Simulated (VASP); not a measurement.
A run of VASP 6.6.1:

Contents of INCAR:

```
SYSTEM = Ti2Al6H
  PREC = Accurate
  ENCUT = 520
  EDIFF = 1E-6
  ISMEAR = 0
  SIGMA = 0.1
  LREAL = .FALSE.
  LASPH = .TRUE.
  NELM = 60
  ALGO = Normal
  ISIF = 2
  LWAVE = .FALSE.
  LCHARG = .TRUE.
  LDIPOL = .TRUE.
  IDIPOL = 3
  DIPOL = 0.5 0.5 0.313
  GGA = PE
  IVDW = 12
  LELF = .TRUE.
  LVHAR = .TRUE.
  LVACPOTAV = .TRUE.
  NBANDS = 32
```

File KPOINTS:

```
regular mesh
0
G
  6 6 1
  0 0 0
```

The input POSCAR:

```
Ti2Al6H
1.0
    5.0241861184      0.0000000000      0.0000000000
    2.1588814492      4.5367033229      0.0000000000
    0.0000000000      0.0000000000     21.1187114590
Al Ti H
6 2 1
Direct
    0.5000000000      0.0000000000      0.1894054951
    0.0000000000      0.5000000000      0.1894054951
    0.0000000000      0.0000000000      0.2529248171
    0.0000000000      0.5000000000      0.3208670637
    0.5000000000      0.0000000000      0.3208670637
    0.5000000000      0.5000000000      0.3844321409
    0.5000000000      0.5000000000      0.2529248171
    0.0000000000      0.0000000000      0.3814982025
    0.6666666667      1.3333333333      0.5264862622
```

Potentials or basis: VASP PAW PBE potentials, release 64 (Al, Ti_sv, H).

Command:

```console
$ cat potpaw_PBE.64/Al/POTCAR potpaw_PBE.64/Ti_sv/POTCAR potpaw_PBE.64/H/POTCAR > POTCAR
$ mpirun -np 1 vasp_std > vasp.out
```

Hardware: 1 thread of Intel(R) Xeon(R) Platinum 8259CL CPU @ 2.50GHz (Skylake/Cascade Lake), with other jobs on the host.

Problem. Estimate the wall time of this run.

Solution. Wall time 9 min on 1 thread of Intel(R) Xeon(R) Platinum 8259CL CPU @ 2.50GHz (Skylake/Cascade Lake), with other jobs on the host, peak memory 0.63 GiB. Counts: scf iterations 27, k points 13.
